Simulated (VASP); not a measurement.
Write the native input for VASP 6.6.1 that does the following.

```
Task                   : relaxation of cell and atoms
Functional             : PBE
Potentials or basis    : VASP PAW PBE potentials, release 64 (Zn, W_sv)
Cutoff                 : 600 eV
k mesh                 : 6 × 6 × 6
Occupations            : gaussian, width 0.1 eV
Spin                   : no spin polarisation
Dipole correction      : no
Further INCAR settings : ALGO = Normal; EDIFF = 1e-06; IBRION = 2; EDIFFG = -0.04; NSW = 90; ISIF = 3
```

The structure of ZnW lies in POSCAR:

```
ZnW
1.0
    0.0000000000      3.1861058053      3.1861058053
    3.1861058053      0.0000000000      3.1861058053
    3.1861058053      3.1861058053      0.0000000000
Zn W
2 2
Direct
    0.5000000000      0.5000000000      0.5000000000
    0.7500000000      0.7500000000      0.7500000000
    0.0000000000      0.0000000000      0.0000000000
    0.2500000000      0.2500000000      0.2500000000
```

The input as run:

INCAR

```
SYSTEM = ZnW
PREC     = Accurate       ! precision mode
ENCUT    = 600            ! plane-wave cutoff, eV
EDIFF    = 1E-6           ! SCF threshold, eV
ISMEAR   = 0              ! smearing method
SIGMA    = 0.1            ! smearing width, eV
LREAL    = .False.        ! projectors in reciprocal space
LASPH    = .True.         ! aspherical terms in the spheres
NELM     = 100            ! most SCF steps
ALGO     = Normal         ! electronic algorithm
ISIF     = 3              ! what is computed and relaxed
LWAVE    = .False.        ! write WAVECAR
LCHARG   = .False.        ! write CHGCAR
GGA      = PE             ! functional
IBRION   = 2              ! ionic algorithm
NSW      = 90             ! ionic steps
EDIFFG   = -0.04          ! ionic threshold
```

KPOINTS

```
Automatic mesh
0
Gamma
  6 6 6
  0 0 0
```

Potentials or basis: VASP PAW PBE potentials, release 64 (Zn, W_sv).

Command:

```console
$ cat potpaw_PBE.64/Zn/POTCAR potpaw_PBE.64/W_sv/POTCAR > POTCAR
$ mpirun -np 1 vasp_std > vasp.out
```

Results of the run:

```yaml
Relaxed_volume: 15.40 Å³/atom
Relaxed_cell: a = 4.433 Å, b = 4.433 Å, c = 4.433 Å, α = 60.00°, β = 60.00°, γ = 60.00°
Space_group_after_relaxing_to_0.1_Å: Fd-3m (No. 227)
Energy_gained_by_relaxing: 21.4 meV/atom
Ionic_steps: 3
Pressure_after_relaxing: -0.2 GPa
Band_gap_on_the_k_mesh: zero (bands 26 and 27 overlap by 2.11 eV)
```

Caveat: spin-orbit coupling is left out, which moves the levels of the heavy elements.

Run time: 82 s on 1 thread of Intel(R) Xeon(R) Platinum 8488C (Sapphire Rapids) (shared host), peak memory 0.22 GiB.
